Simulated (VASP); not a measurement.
Wanted: the native input for a VASP 6.6.1 run.

```
Task                   : electric field gradients
Functional             : PBEsol
Potentials or basis    : VASP PAW PBE potentials, release 64 (B, N)
Cutoff                 : 520 eV
k mesh                 : 11 × 11 × 4
Occupations            : fermi-dirac, width 0.03 eV
Spin                   : no spin polarisation
Dipole correction      : no
Further INCAR settings : ALGO = Normal; EDIFF = 1e-08; NBANDS = 16
```

The structure of BN lies in POSCAR:

```
BN
1.0
    2.5039917043      0.0000000000      0.0000000000
   -1.2519958522      2.1685204268      0.0000000000
    0.0000000000      0.0000000000      6.7944240000
B N
2 2
Direct
    0.3333333333      0.6666666667      0.2500000000
    0.6666666667      0.3333333333      0.7500000000
    0.3333333333      0.6666666667      0.7500000000
    0.6666666667      0.3333333333      0.2500000000
```

This cell differs from its parent crystal: zz strain of +2 %.

One way to write it, as run:

INCAR

```
SYSTEM = BN
PREC     = Accurate       ! precision mode
ENCUT    = 520            ! plane-wave cutoff, eV
EDIFF    = 1E-8           ! SCF threshold, eV
ISMEAR   = -1             ! smearing method
SIGMA    = 0.03           ! smearing width, eV
LREAL    = .FALSE.        ! projectors in reciprocal space
LASPH    = .TRUE.         ! aspherical terms in the spheres
NELM     = 80             ! most SCF steps
ALGO     = Normal         ! electronic algorithm
ISIF     = 2              ! what is computed and relaxed
LWAVE    = .FALSE.        ! write WAVECAR
LCHARG   = .FALSE.        ! write CHGCAR
GGA      = PS             ! functional
LEFG     = .TRUE.       
NBANDS   = 16             ! bands
```

KPOINTS

```
Automatic mesh
0
G
  11 11 4
  0 0 0
```

Potentials or basis: VASP PAW PBE potentials, release 64 (B, N).

Run with:

```sh
$ cat potpaw_PBE.64/B/POTCAR potpaw_PBE.64/N/POTCAR > POTCAR
$ mpirun -np 1 vasp_std > vasp.out
```

It gave:

```
Pressure               : 0.6 GPa
Band gap on the k mesh : 4.26 eV, indirect (least direct gap 4.61 eV)
```

Caveat: the cell differs from its parent crystal (zz strain of +2 %); without QUAD_EFG the Cq values of the log hold for a quadrupole moment of 1 mb, not for the nuclei; the PAW data sets were made with another functional, which shifts forces and pressure a little; this functional lacks dispersion, which binds the layers, so the pressure and a relaxed spacing across them are unreliable.

It took 13 s on 1 thread of Intel(R) Xeon(R) 6975P-C (Granite Rapids), on a shared host, peak memory 0.15 GiB.
